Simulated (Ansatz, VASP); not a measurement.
One calculation of SnRu4, two programs

```xyz
5
Lattice="4.7765 0.0000 0.0000 0.0000 4.7765 0.0000 0.0000 0.0000 4.0096" Properties=species:S:1:pos:R:3 pbc="T T T"
Sn    2.3883    2.3883    2.0048
Ru    1.1521    1.1521    2.0048
Ru    3.6244    3.6244    2.0048
Ru    1.1521    3.6244    2.0048
Ru    3.6244    1.1521    2.0048
```

Alike in both runs: task relaxation of cell and atoms; functional PBE; k mesh 4 × 4 × 4; occupations gaussian, width 0.1 eV; no spin polarisation.

|  | VASP | Ansatz |
| --- | --- | --- |
| version | VASP 6.6.1 | Ansatz 0.2.0 |
| potentials or method | VASP PAW PBE potentials, release 64 (Sn_d, Ru_pv), cutoff 600 eV | scalar-relativistic, plane waves, PAW |
| valence electrons in the cell | 70 | 78 |

|  | VASP | Ansatz | Ansatz less VASP |
| --- | --- | --- | --- |
| gap on the k mesh at the Fermi level, each at its own relaxed structure (eV) | none | none | - |
| relaxed volume (Å³/atom) | 20.63 | 20.68 | +0.045 |
| relaxed cell length with the largest relative difference (Å) | 6.200 | 6.209 | +0.0088 |

A gap of «none» marks a metal or a gap that the smearing closes. VASP's potentials hold 70 valence electrons a cell and Ansatz's 78, so a difference there can come from the potentials and not from the codes.

The k mesh is coarse, so the values compare programs but aren't converged.
